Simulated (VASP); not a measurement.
A run of VASP 6.6.1:

Contents of INCAR:

```
  PREC = Accurate
  ENCUT = 520
  EDIFF = 1E-6
  ISMEAR = 0
  SIGMA = 0.02
  LREAL = F
  LASPH = T
  NELM = 60
  ALGO = Normal
  ISIF = 2
  LWAVE = F
  LCHARG = T
  GGA = PE
  LELF = T
  LVHAR = T
  NBANDS = 36
```

Contents of KPOINTS:

```
Automatic mesh
0
Gamma
  6 6 4
```

The input POSCAR:

```
Cd3SeS2
1.0
    4.2522953265      0.0000000289      0.0000000000
   -2.1261476882      3.6825957627      0.0000000000
    0.0000000000      0.0000000000     10.4284919000
Cd Se S
3 1 2
Direct
    0.0000000000      0.0000000000      0.9909710000
    0.3333333333      0.6666666667      0.6665880000
    0.6666666667      0.3333333333      0.3429170000
    0.0000000000      0.0000000000      0.2478580000
    0.3333333333      0.6666666667      0.9130000000
    0.6666666667      0.3333333333      0.5886650000
```

Potentials or basis: VASP PAW PBE potentials, release 64 (Cd, Se, S).

Run with:

```console
$ cat potpaw_PBE.64/Cd/POTCAR potpaw_PBE.64/Se/POTCAR potpaw_PBE.64/S/POTCAR > POTCAR
$ mpirun -np 1 vasp_std > vasp.out
```

Hardware: 1 thread of AMD EPYC 9R45 96-Core Processor (Zen 5), with other jobs on the host.

Q: How long does it take, and how much memory?

A: Wall time 81 s on 1 thread of AMD EPYC 9R45 96-Core Processor (Zen 5), with other jobs on the host, peak memory 0.31 GiB. Counts: scf iterations 15, k points 24.
